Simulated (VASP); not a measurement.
# MgCd3Se4 in VASP: further runs, part 2 of 2

VASP 6.6.1. Earlier steps stand in the parts before.

## Step 4: Single point, PBE

This run uses another cell than the first one, of 23.39 Å³/atom, 0.990 times its volume.

File INCAR:

```
ALGO = Normal ; EDIFF = 1E-6
ENCUT = 600 ; GGA = PE
GGA_COMPAT = F ; ISIF = 2
ISMEAR = 0 ; LASPH = T
LCHARG = F ; LREAL = F
LWAVE = F ; NBANDS = 41
NELM = 120 ; PREC = Accurate
SIGMA = 0.15
```

File KPOINTS:

```
k-points
0
Gamma
  2 2 2
```

File POSCAR:

```
MgCd3Se4
1.0
    5.7196806856      0.0000000000      0.0000000000
    0.0000000000      5.7196806856      0.0000000000
    0.0000000000      0.0000000000      5.7196806856
Mg Cd Se
1 3 4
Direct
    0.0000000000      0.0000000000      0.0000000000
    0.0000000000      0.5000000000      0.5000000000
    0.5000000000      0.0000000000      0.5000000000
    0.5000000000      0.5000000000      0.0000000000
    0.5000000000      0.0000000000      0.0000000000
    0.0000000000      0.5000000000      0.0000000000
    0.0000000000      0.0000000000      0.5000000000
    0.5000000000      0.5000000000      0.5000000000
```

Launch:

```
cat potpaw_PBE.64/Mg/POTCAR potpaw_PBE.64/Cd/POTCAR potpaw_PBE.64/Se/POTCAR > POTCAR
mpirun -np 1 vasp_std > vasp.out
```

It took 22 s on 1 thread of Intel Xeon 6975P-C (Granite Rapids), shared host; peak memory 0.33 GiB.

The run converged. Its results:

| Item | Value |
| --- | --- |
| Free energy | -22.7975 eV |
| Pressure | 0.0 GPa |
| Band gap on the k mesh | zero (band 31 reaches 2.38 eV, above the bottom of band 32 at 2.04 eV) |

Levels at points of the mesh, in eV from the Fermi level:
| k point | band 27 | band 28 | band 29 | band 30 | band 31 | band 32 | band 33 | band 34 | band 35 | band 36 |
| --- | --- | --- | --- | --- | --- | --- | --- | --- | --- | --- |
| (0.00, 0.00, 0.00) | -2.03 | -2.03 | -0.60 | -0.60 | -0.60 | -0.37 | -0.37 | 0.04 | 1.10 | 5.00 |
| (0.50, 0.00, 0.00) | -2.82 | -1.38 | -1.38 | -1.31 | -1.31 | 2.49 | 2.65 | 3.00 | 3.32 | 5.60 |
| (0.50, 0.50, 0.00) | -2.24 | -1.03 | -0.18 | -0.16 | -0.16 | 3.72 | 3.80 | 3.80 | 4.06 | 5.02 |
| (0.50, 0.50, 0.50) | -0.08 | -0.08 | -0.03 | -0.03 | -0.03 | 3.08 | 3.10 | 3.10 | 3.10 | 5.32 |

Caveat: the k points lie up to 0.55 Å⁻¹ apart.

## Step 5: Single point, PBE

This run uses another cell than the first one, of 23.83 Å³/atom, 1.009 times its volume.

File INCAR:

```
SYSTEM = MgCd3Se4
PREC = Accurate
ENCUT = 600
EDIFF = 1E-6
ISMEAR = 0
SIGMA = 0.15
LREAL = .False.
LASPH = .True.
NELM = 120
ALGO = Normal
ISIF = 2
LWAVE = .False.
LCHARG = .True.
GGA = PE
LELF = .True.
LVHAR = .True.
NBANDS = 41
GGA_COMPAT = .False.
```

File KPOINTS:

```
Automatic mesh
0
Gamma
  2 2 2
  0 0 0
```

File POSCAR:

```
MgCd3Se4
1.0
    4.0700224140      2.3498285363      3.3228312386
   -4.0700224140      2.3498285363      3.3228312386
    0.0000000000     -4.6996570727      3.3228312386
Mg Cd Se
1 3 4
Direct
    0.5000000000      0.5000000000      0.5000000000
    0.5000000000      0.5000000000      0.0000000000
    0.0000000000      0.5000000000      0.5000000000
    0.5000000000      0.0000000000      0.5000000000
    0.0000000000      0.0000000000      0.5000000000
    0.5000000000      0.0000000000      0.0000000000
    0.0000000000      0.5000000000      0.0000000000
    0.0000000000      0.0000000000      0.0000000000
```

Potentials or basis: VASP PAW PBE potentials, release 64 (Mg, Cd, Se).

Launch:

```
cat potpaw_PBE.64/Mg/POTCAR potpaw_PBE.64/Cd/POTCAR potpaw_PBE.64/Se/POTCAR > POTCAR
mpirun -np 1 vasp_std > vasp.out
```

OUTCAR:

```text
SYSTEM = MgCd3Se4
   PREC = Accurate
   ENCUT = 600
   EDIFF = 1E-6
   ISMEAR = 0
   LREAL = .False.
   LASPH = .True.
   NELM = 120
   ISIF = 2
   GGA = PE

 ion  position               nearest neighbor table
   1  0.500  0.500  0.500-   3 2.88   4 2.88   4 2.88   3 2.88   2 2.88   2 2.88
   2  0.500  0.500  0.000-   6 2.88   7 2.88   6 2.88   7 2.88   1 2.88   1 2.88
   3  0.000  0.500  0.500-   1 2.88   5 2.88   5 2.88   1 2.88   7 2.88   7 2.88
   4  0.500  0.000  0.500-   1 2.88   5 2.88   1 2.88   5 2.88   6 2.88   6 2.88
   5  0.000  0.000  0.500-   3 2.88   4 2.88   3 2.88   4 2.88
   6  0.500  0.000  0.000-   2 2.88   2 2.88   4 2.88   4 2.88
   7  0.000  0.500  0.000-   2 2.88   2 2.88   3 2.88   3 2.88
   8  0.000  0.000  0.000-

  LATTYP: Found a trigonal (rhomboedric) cell.
 ALAT       =     5.7556914477
 COS(alpha) =    -0.0000658314

  Lattice vectors:

 A1 = (   4.0700224140,   2.3498285363,   3.3228312386)
 A2 = (  -4.0700224140,   2.3498285363,   3.3228312386)
 A3 = (   0.0000000000,  -4.6996570727,   3.3228312386)

Analysis of symmetry for initial positions (statically):
[... 172 lines left out ...]
 k-point     1 :       0.0000    0.0000    0.0000
  band No.  band energies     occupation
      1     -11.1821      2.00000
      2      -9.7869      2.00000
      3      -9.7869      2.00000
      4      -7.8619      2.00000
      5      -6.0928      2.00000
      6      -5.8703      2.00000
[... 165 lines left out ...]
     40       7.2219      0.00000
     41       7.5695      0.00000

------------------------ aborting loop because EDIFF is reached ----------------------------------------

  FORCE on cell =-STRESS in cart. coord.  units (eV):
  Direction    XX          YY          ZZ          XY          YZ          ZX
  --------------------------------------------------------------------------------------
  -------------------------------------------------------------------------------------
  Total        0.1005184      0.1005184      0.1026082      0.0000000     -0.0000000      0.0000000
  in kB        0.8446246      0.8446246      0.8621840      0.0000000     -0.0000000      0.0000000
  external PRESSURE =       0.8504778 kB  Pullay stress =       0.0000000 kB

 VOLUME and BASIS-vectors are now :
 -----------------------------------------------------------------------------
  energy-cutoff  :      600.00
  volume of cell :      190.67
      direct lattice vectors                 reciprocal lattice vectors
     4.070022414  2.349828536  3.322831239     0.122849446  0.070927161  0.100316059
    -4.070022414  2.349828536  3.322831239    -0.122849446  0.070927161  0.100316059
     0.000000000 -4.699657073  3.322831239     0.000000000 -0.141854322  0.100316059

 POSITION                                       TOTAL-FORCE (eV/Angst)
 -----------------------------------------------------------------------------------
      0.00000     -0.00000      4.98425        -0.000000      0.000000     -0.000000
      0.00000      2.34983      3.32283        -0.000000     -0.000000      0.000000
     -2.03501     -1.17491      3.32283        -0.000000      0.000000     -0.000000
      2.03501     -1.17491      3.32283         0.000000     -0.000000     -0.000000
      0.00000     -2.34983      1.66142         0.000000      0.000000      0.000000
      2.03501      1.17491      1.66142         0.000000      0.000000     -0.000000
     -2.03501      1.17491      1.66142        -0.000000      0.000000      0.000000
      0.00000      0.00000      0.00000         0.000000      0.000000      0.000000
 -----------------------------------------------------------------------------------
    total drift:                               -0.000000      0.000000      0.000000

  FREE ENERGIE OF THE ION-ELECTRON SYSTEM (eV)
  ---------------------------------------------------
  free  energy   TOTEN  =       -19.2460410811 eV

  energy  without entropy=      -19.1913405913  energy(sigma->0) =      -19.21869084
```

It took 25 s on 1 thread of Intel Xeon 6975P-C (Granite Rapids), shared host; peak memory 0.34 GiB.

What came out:

```
Free energy            : -19.2460 eV
Pressure               : 0.1 GPa
Band gap on the k mesh : zero (band 31 reaches 3.21 eV, above the bottom of band 32 at 2.11 eV)
```

Levels at points of the mesh, in eV from the Fermi level:
| k point | band 28 | band 29 | band 30 | band 31 | band 32 | band 33 | band 34 | band 35 |
| --- | --- | --- | --- | --- | --- | --- | --- | --- |
| (0.00, 0.00, 0.00) | -2.80 | -2.80 | -1.50 | -1.50 | 1.34 | 1.34 | 1.34 | 3.00 |
| (0.50, 0.00, 0.00) | -2.55 | -1.64 | -1.61 | 0.08 | 0.75 | 0.75 | 1.86 | 2.13 |
| (0.50, 0.50, 0.00) | -1.52 | -1.30 | -1.30 | -1.16 | 0.01 | 1.06 | 1.06 | 2.77 |
| (0.50, 0.50, 0.50) | -1.34 | -1.23 | -1.01 | -1.01 | -1.01 | 2.06 | 2.06 | 2.06 |

Caveat: the k points lie up to 0.55 Å⁻¹ apart.

## Step 6: Single point, PBE

This run uses another cell than the first one, of 23.88 Å³/atom, 1.011 times its volume.

INCAR is that of step 5.

KPOINTS is that of step 5.

File POSCAR:

```
MgCd3Se4
1.0
    5.7595472442      0.0000000000      0.0000000000
    0.0000000000      5.7595472442      0.0000000000
    0.0000000000      0.0000000000      5.7595472442
Mg Cd Se
1 3 4
Direct
    0.5000000000      0.5000000000      0.5000000000
    0.0000000000      0.5000000000      0.5000000000
    0.5000000000      0.0000000000      0.5000000000
    0.5000000000      0.5000000000      0.0000000000
    0.5000000000      0.0000000000      0.0000000000
    0.0000000000      0.5000000000      0.0000000000
    0.0000000000      0.0000000000      0.5000000000
    0.0000000000      0.0000000000      0.0000000000
```

Potentials or basis: VASP PAW PBE potentials, release 64 (Mg, Cd, Se).

Launch:

```
cat potpaw_PBE.64/Mg/POTCAR potpaw_PBE.64/Cd/POTCAR potpaw_PBE.64/Se/POTCAR > POTCAR
mpirun -np 1 vasp_std > vasp.out
```

Wall time 25 s (1 thread of Intel Xeon 6975P-C (Granite Rapids), shared host); peak memory 0.34 GiB.

It converged, with:

| Property | Result |
| --- | --- |
| Free energy | -19.2463 eV |
| Pressure | 0.0 GPa |
| Band gap on the k mesh | zero (band 31 reaches 3.19 eV, above the bottom of band 32 at 2.10 eV) |

Levels at points of the mesh, in eV from the Fermi level:
```
           k point  band 28  band 29  band 30  band 31  band 32  band 33  band 34  band 35
(0.00, 0.00, 0.00)    -2.79    -2.79    -1.50    -1.50     1.34     1.34     1.34     2.99
(0.50, 0.00, 0.00)    -2.55    -1.63    -1.61     0.08     0.75     0.75     1.86     2.13
(0.50, 0.50, 0.00)    -1.52    -1.29    -1.29    -1.16     0.01     1.06     1.06     2.76
(0.50, 0.50, 0.50)    -1.33    -1.23    -1.01    -1.01    -1.01     2.06     2.06     2.06
```

Caveat: the k points lie up to 0.55 Å⁻¹ apart.

## Step 7: Overview

| cell | gap on the mesh (eV) | pressure (GPa) |
| --- | --- | --- |
| a = 5.739 Å, 8 atoms | none | -0.6 |
| a = 5.733 Å, 8 atoms | none | -0.4 |
| a = 5.720 Å, 8 atoms | none | 0.0 |
| a = 5.756 Å, 8 atoms | none | 0.1 |
| a = 5.760 Å, 8 atoms | none | 0.0 |

Alike in all rows: task single point; level PBE; potentials or basis VASP PAW PBE potentials, release 64 (Mg, Cd, Se); no spin polarisation; k mesh 2 × 2 × 2; cutoff (eV) 600; smearing gaussian 0.15 eV.

Caveats: all runs use coarse meshes.

Total energies depend on the potentials used, so only differences within one code and one set of settings carry meaning.
